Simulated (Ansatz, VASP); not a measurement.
**One calculation of MgO, two programs**

INCAR

```
SYSTEM = MgO
PREC     = Accurate       ! precision mode
ENCUT    = 520            ! plane-wave cutoff, eV
EDIFF    = 1E-6           ! SCF threshold, eV
ISMEAR   = 0              ! smearing method
SIGMA    = 0.05           ! smearing width, eV
LREAL    = .FALSE.        ! projectors in reciprocal space
LASPH    = .TRUE.         ! aspherical terms in the spheres
NELM     = 100            ! most SCF steps
ALGO     = Normal         ! electronic algorithm
ISIF     = 2              ! what is computed and relaxed
LWAVE    = .FALSE.        ! write WAVECAR
LCHARG   = .TRUE.         ! write CHGCAR
LELF     = .TRUE.         ! ELF
LVHAR    = .TRUE.       
NBANDS   = 36             ! bands
```

Contents of KPOINTS:

```
regular mesh
0
G
  9 9 2
  0 0 0
```

File POSCAR:

```
MgO
1.0
    2.0806186598     -2.0806186598      0.0000000000
    2.0806186598      0.0000000000     -2.0806186598
    9.3047792307      8.5245472333      7.7443152359
Mg O
6 6
Direct
    1.0000000000     -0.1372915140      0.3661107041
    0.3333333333      0.2570602700      0.2033948356
    0.6666666667      0.4683567019      0.5288265726
    1.0000000000      0.6796531339      0.8542583096
    0.3333333333      0.0740049179      0.6915424411
    0.6666666667      0.6514120540      0.0406789671
    0.6666666667      0.5598843780      0.2847527699
    0.0000000000     -0.0457638380      0.1220369014
    0.3333333333      0.1655325940      0.4474686383
    0.6666666667      0.3768290259      0.7729003753
    1.0000000000      0.7711808099      0.6101845068
    0.3333333333     -0.0175227581      0.9356162438
```

Input for Ansatz:

```yaml
crystal:
  lattice:
    - [2.0806186598, -2.0806186598, 0.0]
    - [2.0806186598, 0.0, -2.0806186598]
    - [9.3047792307, 8.5245472333, 7.7443152359]
  atoms:
    - { symbol: Mg, position: [1.0, -0.137291514, 0.3661107041] }
    - { symbol: Mg, position: [0.3333333333, 0.25706027, 0.2033948356] }
    - { symbol: Mg, position: [0.6666666667, 0.4683567019, 0.5288265726] }
    - { symbol: Mg, position: [1.0, 0.6796531339, 0.8542583096] }
    - { symbol: Mg, position: [0.3333333333, 0.0740049179, 0.6915424411] }
    - { symbol: Mg, position: [0.6666666667, 0.651412054, 0.0406789671] }
    - { symbol: O, position: [0.6666666667, 0.559884378, 0.2847527699] }
    - { symbol: O, position: [0.0, -0.045763838, 0.1220369014] }
    - { symbol: O, position: [0.3333333333, 0.165532594, 0.4474686383] }
    - { symbol: O, position: [0.6666666667, 0.3768290259, 0.7729003753] }
    - { symbol: O, position: [1.0, 0.7711808099, 0.6101845068] }
    - { symbol: O, position: [0.3333333333, -0.0175227581, 0.9356162438] }
basis:
  ecutwfc: 520.0
kpoints:
  mp_grid: { grid: [9, 9, 2] }
hamiltonian:
  xc: lda
  pseudopotentials: { kind: paw, azcp: { folder: soft_1 } }
scf:
  occupations: { method: gaussian, width: 0.05 }
output:
  forces: true
  stress: true
  eigenvalues: true
```

Alike in both runs: task single point; functional LDA; k mesh 9 × 9 × 2; occupations gaussian, width 0.05 eV; no spin polarisation.

|  | VASP | Ansatz |
| --- | --- | --- |
| version | VASP 6.6.1 | Ansatz 0.2.0 |
| potentials or method | VASP PAW LDA potentials, release 64 (Mg, O), cutoff 520 eV | scalar-relativistic, plane waves, PAW |
| valence electrons in the cell | 48 | 96 |

VASP gave:

| Quantity | Value |
| --- | --- |
| gap on the k mesh at the Fermi level (eV) | 2.68 |
| least direct gap on the mesh (eV) | 2.68 |
| pressure (GPa) | -1.3 |
| traceless stress, the component that is largest in VASP (GPa) | -2.56 |
| rms of the force components (eV/Å) | 0.401 |

Task: Which values does Ansatz return?

Result: gap on the k mesh at the Fermi level (eV): 2.72; least direct gap on the mesh (eV): 2.72; pressure (GPa): 0.5; traceless stress, the component that is largest in VASP (GPa): -2.54; rms of the force components (eV/Å): 0.390.

Ansatz warns that its potentials were made for another functional, while VASP's fit it. LDA's correlation is that of Perdew and Zunger in VASP and of Perdew and Wang (1992) in Ansatz. Atom by atom the forces differ by 0.017 eV/Å (rms over components). VASP's potentials hold 48 valence electrons a cell and Ansatz's 96, so a difference there can come from the potentials and not from the codes.
